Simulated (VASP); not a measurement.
# Cu2Os (Fm-3m) in VASP: further runs

The runs below take Cu2Os through single point, relaxation of cell and atoms, with PBE.

All numbers are computed with VASP 6.6.1; they aren't measurements. Logs are shortened: lines on timing, memory, paths and dates and some standing lists are left out, and cuts for length are marked.

## Step 1: The cell of the first run

It takes space group Fm-3m (No. 225, cubic). The conventional cell has a = 5.741 Å, b = 5.741 Å, c = 5.741 Å, α = 90.00°, β = 90.00°, γ = 90.00°. Within 3.3 Å of Cu (site symmetry -43m) lie 4 Os at 2.49 Å and 6 Cu at 2.87 Å. Os (site symmetry m-3m) has 8 Cu at 2.49 Å within 3.3 Å.

## Step 2: Single point, PBE

The input, INCAR:

```
SYSTEM = Cu2Os
ALGO = Normal
EDIFF = 1E-6
ENCUT = 520
GGA = PE
ISIF = 2
ISMEAR = 0
LASPH = .True.
LCHARG = .True.
LELF = .True.
LREAL = .False.
LVHAR = .True.
LWAVE = .False.
NBANDS = 22
NELM = 100
PREC = Accurate
SIGMA = 0.1
```

The input, KPOINTS:

```
k-points
0
Gamma
  14 14 14
  0 0 0
```

The input, POSCAR:

```
Cu2Os
1.0
    0.0000000000      2.8702995464      2.8702995464
    2.8702995464      0.0000000000      2.8702995464
    2.8702995464      2.8702995464      0.0000000000
Cu Os
2 1
Direct
    0.2500000000      0.2500000000      0.2500000000
    0.7500000000      0.7500000000      0.7500000000
    0.0000000000      0.0000000000      0.0000000000
```

Potentials or basis: VASP PAW PBE potentials, release 64 (Cu, Os).

Started as:

```sh
cat potpaw_PBE.64/Cu/POTCAR potpaw_PBE.64/Os/POTCAR > POTCAR
mpirun -np 1 vasp_std > vasp.out
```

OUTCAR:

```text
SYSTEM = Cu2Os
   EDIFF = 1E-6
   ENCUT = 520
   GGA = PE
   ISIF = 2
   ISMEAR = 0
   LASPH = .True.
   LREAL = .False.
   NELM = 100
   PREC = Accurate

 ion  position               nearest neighbor table
   1  0.250  0.250  0.250-   3 2.49   3 2.49   3 2.49   3 2.49
   2  0.750  0.750  0.750-   3 2.49   3 2.49   3 2.49   3 2.49
   3  0.000  0.000  0.000-   2 2.49   2 2.49   2 2.49   1 2.49   2 2.49   1 2.49   1 2.49   1 2.49

  LATTYP: Found a face centered cubic cell.
 ALAT       =     5.7405990928

  Lattice vectors:

 A1 = (   0.0000000000,   2.8702995464,   2.8702995464)
 A2 = (   2.8702995464,   0.0000000000,   2.8702995464)
 A3 = (   2.8702995464,   2.8702995464,   0.0000000000)

Analysis of symmetry for initial positions (statically):
=====================================================================
 Subroutine PRICEL returns:
 Original cell was already a primitive cell.

 Routine SETGRP: Setting up the symmetry group for a
 face centered cubic supercell.

 Subroutine GETGRP returns: Found 48 space group operations
 (whereof 48 operations were pure point group operations)
 out of a pool of 48 trial point group operations.

The static configuration has the point symmetry O_h .

Analysis of symmetry for dynamics (positions and initial velocities):
=====================================================================
 Subroutine PRICEL returns:
 Original cell was already a primitive cell.

 Routine SETGRP: Setting up the symmetry group for a
 face centered cubic supercell.

 Subroutine GETGRP returns: Found 48 space group operations
 (whereof 48 operations were pure point group operations)
 out of a pool of 48 trial point group operations.

The dynamic configuration has the point symmetry O_h .

 Subroutine INISYM returns: Found 48 space group operations
 (whereof 48 operations are pure point group operations),
 and found     1 'primitive' translations

----------------------------------------------------------------------------------------

                                     Primitive cell

  volume of cell :      47.2946

  direct lattice vectors                    reciprocal lattice vectors
     0.000000000  2.870299546  2.870299546    -0.174197847  0.174197847  0.174197847
     2.870299546  0.000000000  2.870299546     0.174197847 -0.174197847  0.174197847
     2.870299546  2.870299546  0.000000000     0.174197847  0.174197847 -0.174197847

  length of vectors
     4.059216547  4.059216547  4.059216547     0.301719521  0.301719521  0.301719521

  position of ions in fractional coordinates (direct lattice)
     0.250000000  0.250000000  0.250000000
     0.750000000  0.750000000  0.750000000
     0.000000000  0.000000000  0.000000000

  ion indices of the primitive-cell ions
   primitive index   ion index
                 1           1
                 2           2
                 3           3

----------------------------------------------------------------------------------------

 KPOINTS: k-points

Automatic generation of k-mesh.
 Grid dimensions read from file:
 generate k-points for:   14   14   14

 Generating k-lattice:

  Cartesian coordinates                     Fractional coordinates (reciprocal lattice)
    -0.012442703  0.012442703  0.012442703     0.071428571  0.000000000  0.000000000
     0.012442703 -0.012442703  0.012442703     0.000000000  0.071428571  0.000000000
     0.012442703  0.012442703 -0.012442703     0.000000000  0.000000000  0.071428571

  Length of vectors
     0.021551394  0.021551394  0.021551394

  Shift w.r.t. Gamma in fractional coordinates (k-lattice)
     0.000000000  0.000000000  0.000000000

 Subroutine IBZKPT returns following result:
 ===========================================

 Found    104 irreducible k-points:

 Following reciprocal coordinates:
            Coordinates               Weight
  0.000000  0.000000  0.000000      1.000000
  0.071429  0.000000  0.000000      8.000000
  0.142857  0.000000  0.000000      8.000000
  0.214286  0.000000  0.000000      8.000000
  0.285714  0.000000  0.000000      8.000000
  0.357143  0.000000  0.000000      8.000000
[... 16 lines left out ...]
  0.214286  0.142857  0.000000     24.000000
  0.285714  0.142857  0.000000     24.000000
 [... further k-points ...]
   k-points           NKPTS =    104   k-points in BZ     NKDIM =    104   number of bands    NBANDS=     22
   number of dos      NEDOS =    301   number of ions     NIONS =      3
   total plane-waves  NPLWV =  27000
   dimension x,y,z NGX =    30 NGY =   30 NGZ =   30
   dimension x,y,z NGXF=    60 NGYF=   60 NGZF=   60
   ions per type =               2   1
   NGX,Y,Z   is equivalent  to a cutoff of  12.29, 12.29, 12.29 a.u.
   NGXF,Y,Z  is equivalent  to a cutoff of  24.57, 24.57, 24.57 a.u.
 SYSTEM =  Cu2Os
   PREC   = accura    normal or accurate (medium, high low for compatibility)
   ISTART =      0    job   : 0-new  1-cont  2-samecut
   ICHARG =      2    charge: 1-file 2-atom 10-const
   ISPIN  =      1    spin polarized calculation?
   LNONCOLLINEAR =      F non collinear calculations
   LSORBIT =      F    spin-orbit coupling
   LASPH  =      T    aspherical Exc in radial PAW
   ENCUT  =  520.0 eV  38.22 Ry    6.18 a.u.   7.55  7.55  7.55*2*pi/ulx,y,z
   NELM   =    100;   NELMIN=  2; NELMDL= -5     # of ELM steps
   EDIFF  = 0.1E-05   stopping-criterion for ELM
   LREAL  =      F    real-space projection
   EDIFFG = 0.1E-04   stopping-criterion for IOM
   NSW    =      0    number of steps for IOM
   IBRION =     -1    ionic relax: 0-MD 1-quasi-New 2-CG
   NFREE  =      0    steps in history (QN), initial steepest desc. (CG)
   ISIF   =      2    stress and relaxation
   ISYM   =      2    0-nonsym 1-usesym 2-fastsym
   POTIM  = 0.5000    time-step for ionic-motion
   TEBEG  =    0.0;   TEEND  =   0.0 temperature during run
   PSTRESS=    0.0 pullay stress
   NELECT =      30.0000    total number of electrons
   NUPDOWN=      -1.0000    fix difference up-down
   EMIN   =  10.00;   EMAX   =-10.00  energy-range for DOS
   EFERMI =   0.00;   METHOD = LEGACY
   ISMEAR =     0;   SIGMA  =   0.10  broadening in eV -4-tet -1-fermi 0-gaus
   EFERMI_NEDOS =   21; number of points for ismear=-14 and -15
   IALGO  =     38    algorithm
   IMIX   =      4    mixing-type and parameters
     AMIX     =   0.40;   BMIX     =  1.00
     AMIX_MAG =   1.60;   BMIX_MAG =  1.00
  volume/ion in A,a.u.               =      15.76       106.39
  Fermi-wavevector in a.u.,A,eV,Ry     =   1.406624  2.658134 26.920367  1.978591
  Thomas-Fermi vector in A             =   2.528966
   LORBIT       =      0    0 simple, 1 ext, 2 COOP (PROOUT), +10 PAW based schemes
   GGA     = PE    functional components
   LHFCALC =     F    Hartree Fock is set to
   AEXX    =    0.0000 exact exchange contribution
   IVDW    =     0    specifies the selected vdW correction
   LEPSILON=     F    determine dielectric tensor
   LRPA    =     F    only Hartree local field effects (RPA)
 non-spin polarized calculation
 Gauss-broadening in eV      SIGMA  =   0.10
  energy-cutoff  :      520.00
  volume of cell :       47.29
 maximum number of plane-waves:      1299
   NGX = 15   NGY = 15   NGZ = 15

 number of electron      29.9999998 magnetization

 Free energy of the ion-electron system (eV)
  ---------------------------------------------------
  ext. energy  EPLUGINS =         0.00000000
  ---------------------------------------------------
  free energy    TOTEN  =       -15.19205556 eV

  energy without entropy =      -15.14793477  energy(sigma->0) =      -15.16999517

 E-fermi :   5.3490     XC(G=0): -11.7314

 val. band max:        5.3479372316   @ k =   0.2143   0.0714   0.0000
 cond. band min:       5.3507638767   @ k =  -0.4286   0.2143   0.0714
 fundamental gap:      0.0028266451
 Fermi energy:         5.3489740351

 k-point     1 :       0.0000    0.0000    0.0000
  band No.  band energies     occupation
      1      -2.7488      2.00000
      2       0.9968      2.00000
      3       0.9968      2.00000
      4       1.8305      2.00000
      5       1.8305      2.00000
      6       1.8305      2.00000
[... 14 lines left out ...]
     21      15.8288      0.00000
     22      15.8525      0.00000

 k-point     2 :       0.0714    0.0000    0.0000
  band No.  band energies     occupation
      1      -2.6693      2.00000
      2       1.0162      2.00000
      3       1.0162      2.00000
      4       1.6957      2.00000
      5       1.7639      2.00000
      6       1.7639      2.00000
[... 14 lines left out ...]
     21      15.4850      0.00000
     22      15.7178      0.00000

 k-point     3 :       0.1429    0.0000    0.0000
  band No.  band energies     occupation
      1      -2.4349      2.00000
      2       1.0733      2.00000
      3       1.0733      2.00000
      4       1.5709      2.00000
      5       1.6874      2.00000
      6       1.6874      2.00000
[... 14 lines left out ...]
     21      15.2029      0.00000
     22      15.7224      0.00000

 k-point     4 :       0.2143    0.0000    0.0000
  band No.  band energies     occupation
      1      -2.0594      2.00000
      2       1.1635      2.00000
      3       1.1635      2.00000
      4       1.4836      2.00000
      5       1.6177      2.00000
      6       1.6177      2.00000
[... 14 lines left out ...]
     21      15.2475      0.00000
     22      15.7405      0.00000

 k-point     5 :       0.2857    0.0000    0.0000
  band No.  band energies     occupation
      1      -1.5708      2.00000
      2       1.2736      2.00000
      3       1.2736      2.00000
      4       1.4437      2.00000
      5       1.5669      2.00000
      6       1.5669      2.00000
[... 417 lines left out ...]
 k-point    22 :       0.1429    0.1429    0.0000
  band No.  band energies     occupation
      1      -2.3275      2.00000
      2       1.0529      2.00000
      3       1.1291      2.00000
      4       1.6165      2.00000
      5       1.6227      2.00000
      6       1.6227      2.00000
[... 14 lines left out ...]
     21      14.2020      0.00000
     22      16.3505      0.00000

 k-point    23 :       0.2143    0.1429    0.0000
  band No.  band energies     occupation
      1      -2.0467      2.00000
      2       1.0895      2.00000
      3       1.2070      2.00000
      4       1.4856      2.00000
      5       1.5567      2.00000
      6       1.5916      2.00000
[... 14 lines left out ...]
     21      14.1589      0.00000
     22      16.5445      0.00000

 k-point    24 :       0.2857    0.1429    0.0000
  band No.  band energies     occupation
      1      -1.6352      2.00000
      2       1.1561      2.00000
      3       1.3022      2.00000
      4       1.3633      2.00000
      5       1.4749      2.00000
      6       1.5715      2.00000
[... 14 lines left out ...]
     21      14.8791      0.00000
     22      16.5712      0.00000

 [... further k-points ...]
[... 5 lines left out ...]
  --------------------------------------------------------------------------------------
  -------------------------------------------------------------------------------------
  Total        0.0454658      0.0454658      0.0454658      0.0000000     -0.0000000     -0.0000000
  in kB        1.5402229      1.5402229      1.5402229      0.0000000     -0.0000000     -0.0000000
  external PRESSURE =       1.5402229 kB  Pullay stress =       0.0000000 kB

 VOLUME and BASIS-vectors are now :
 -----------------------------------------------------------------------------
  energy-cutoff  :      520.00
  volume of cell :       47.29
      direct lattice vectors                 reciprocal lattice vectors
     0.000000000  2.870299546  2.870299546    -0.174197847  0.174197847  0.174197847
     2.870299546  0.000000000  2.870299546     0.174197847 -0.174197847  0.174197847
     2.870299546  2.870299546  0.000000000     0.174197847  0.174197847 -0.174197847

 POSITION                                       TOTAL-FORCE (eV/Angst)
 -----------------------------------------------------------------------------------
      1.43515      1.43515      1.43515        -0.000000     -0.000000     -0.000000
      4.30545      4.30545      4.30545         0.000000      0.000000      0.000000
      0.00000      0.00000      0.00000        -0.000000      0.000000      0.000000
 -----------------------------------------------------------------------------------
    total drift:                               -0.000000      0.000000      0.000000

  FREE ENERGIE OF THE ION-ELECTRON SYSTEM (eV)
  ---------------------------------------------------
  free  energy   TOTEN  =       -15.1920555571 eV

  energy  without entropy=      -15.1479347737  energy(sigma->0) =      -15.16999517
```

Wall time 67 s (1 thread of AMD EPYC 9R45 (Zen 5), shared host); peak memory 0.22 GiB.

What came out:

```
Free energy            : -15.1921 eV
Pressure               : 0.2 GPa
Band gap on the k mesh : zero (band 15 reaches 5.63 eV, above the bottom of band 16 at 4.84 eV)
```

Caveat: spin-orbit coupling is left out, which moves the levels of the heavy elements.

## Step 3: Relaxation of cell and atoms, PBE

The input, INCAR:

```
PREC = Accurate
ENCUT = 600
EDIFF = 1E-6
ISMEAR = 0
SIGMA = 0.1
LREAL = False
LASPH = True
NELM = 100
ALGO = Normal
ISIF = 3
LWAVE = False
LCHARG = False
GGA = PE
IBRION = 2
NSW = 100
EDIFFG = -0.01
```

The input, KPOINTS:

```
Automatic mesh
0
Gamma
  14 14 14
```

POSCAR is that of step 2.

Potentials or basis: VASP PAW PBE potentials, release 64 (Cu, Os).

Started as:

```sh
cat potpaw_PBE.64/Cu/POTCAR potpaw_PBE.64/Os/POTCAR > POTCAR
mpirun -np 1 vasp_std > vasp.out
```

Wall time 2.7 min (1 thread of AMD EPYC 9R45 (Zen 5), shared host); peak memory 0.25 GiB.

Results (log left out):

```yaml
Free_energy: -15.1930 eV
Relaxed_volume: 15.80 Å³/atom
Relaxed_cell: a = 4.062 Å, b = 4.062 Å, c = 4.062 Å, α = 60.00°, β = 60.00°, γ = 60.00°
Space_group_after_relaxing_to_0.05_Å: Fm-3m (No. 225)
Energy_gained_by_relaxing: 0.0 meV/atom
Ionic_steps: 5
Pressure_after_relaxing: 0.0 GPa
Band_gap_on_the_k_mesh: zero (band 15 reaches 5.60 eV, above the bottom of band 16 at 4.82 eV)
```

The path:
```csv
step,energy change (eV),largest force (eV/Å),pressure (GPa),volume (Å³)
1,0.0000,0.0000,0.15,47.29
2,-0.0001,0.0000,0.10,47.39
3,0.0004,0.0000,-0.60,47.63
4,-0.0001,0.0000,-0.20,47.43
5,-0.0001,0.0000,0.01,47.41
```

Final structure:
```cif
data_structure
_symmetry_space_group_name_H-M 'P 1'
_symmetry_Int_Tables_number 1
_cell_length_a 4.0624
_cell_length_b 4.0624
_cell_length_c 4.0624
_cell_angle_alpha 60.000
_cell_angle_beta 60.000
_cell_angle_gamma 60.000
_cell_volume 47.41
loop_
_atom_site_label
_atom_site_type_symbol
_atom_site_fract_x
_atom_site_fract_y
_atom_site_fract_z
_atom_site_occupancy
Cu1 Cu 0.25000 0.25000 0.25000 1
Cu2 Cu 0.75000 0.75000 0.75000 1
Os1 Os 0.00000 0.00000 0.00000 1
```

Levels at points of the mesh, in eV from the Fermi level:
```
           k point  band 11  band 12  band 13  band 14  band 15  band 16  band 17  band 18  band 19
(0.00, 0.00, 0.00)    -2.17    -1.56    -1.56    -1.56     0.15     0.15     7.50     9.64     9.64
(0.50, 0.00, 0.00)    -2.88    -2.54    -0.92    -0.92     0.16     0.16     0.63     5.82     5.82
(0.50, 0.50, 0.00)    -2.19    -1.52    -0.95    -0.71     0.20     0.20     1.17     1.64     1.64
```

Caveat: spin-orbit coupling is left out, which moves the levels of the heavy elements.

(Continued in part 2 of 2.)
